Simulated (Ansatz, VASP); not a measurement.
**Se in VASP and in Ansatz**

```
Se
1.0
     0.00000    2.16625    2.16625
     2.16625    0.00000    2.16625
     2.16625    2.16625    0.00000
Se
1
Direct
  0.00000 0.00000 0.00000
```

Alike in both runs: task electric field gradients; functional PBE; k mesh 16 × 16 × 16; occupations fermi-dirac, width 0.03 eV; no spin polarisation.

```csv
,VASP,Ansatz
version,VASP 6.6.1,Ansatz 0.2.0
potentials or method,"VASP PAW PBE potentials, release 64 (Se)","PAW with Ansatz's default frozen-core files, scalar-relativistic"
plane-wave cutoff (eV),520,420
valence electrons in the cell,6,16
```

```csv
,VASP,Ansatz,Ansatz less VASP
pressure (GPa),0.0,0.0,0.00
```

VASP's potentials hold 6 valence electrons a cell and Ansatz's 16, so a difference there can come from the potentials and not from the codes.
